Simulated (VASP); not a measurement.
**KF: single point with r2SCAN**

The system is KF.

```
K F
1.0
     4.48500    0.00000    0.00000
    -2.24250    3.88413    0.00000
     0.00000    0.00000    5.27130
K F
2 2
Direct
  0.33333 0.66667 0.93750
  0.66667 0.33333 0.43750
  0.33333 0.66667 0.43750
  0.66667 0.33333 0.93750
```

* Program: VASP 6.6.1
* Task: single point
* Functional: r2SCAN
* Potentials or basis: VASP PAW PBE potentials, release 64 (K_sv, F)
* Cutoff: 520 eV
* k mesh: 6 × 6 × 4
* Occupations: gaussian, width 0.01 eV
* Spin: no spin polarisation
* Dipole correction: no
* Further INCAR settings: ALGO = Normal; EDIFF = 1e-06; NBANDS = 24

```
Pressure               : 0.0 GPa
Band gap on the k mesh : 5.95 eV, direct
```

Levels at points of the mesh, in eV from the valence-band top:
| k point | band 14 | band 15 | band 16 | band 17 | band 18 | band 19 |
| --- | --- | --- | --- | --- | --- | --- |
| (0.00, 0.00, 0.00) | -0.30 | -0.15 | 0.00 | 5.95 | 10.73 | 11.27 |
| (0.50, 0.00, 0.00) | -0.12 | -0.11 | -0.08 | 7.78 | 9.45 | 9.99 |
| (0.00, 0.00, 0.50) | -0.33 | -0.33 | -0.33 | 7.58 | 7.58 | 11.73 |
| (0.50, 0.00, 0.50) | -0.30 | -0.17 | -0.17 | 8.52 | 8.52 | 11.56 |

Wall time 120 s on 1 thread of Intel(R) Xeon(R) Platinum 8375C CPU @ 2.90GHz (Ice Lake), with other jobs on the host, peak memory 0.24 GiB.

Caveat: the PAW data sets were made with another functional, which shifts forces and pressure a little. r2SCAN opens gaps a little over a GGA but as a rule still falls short of measured ones.
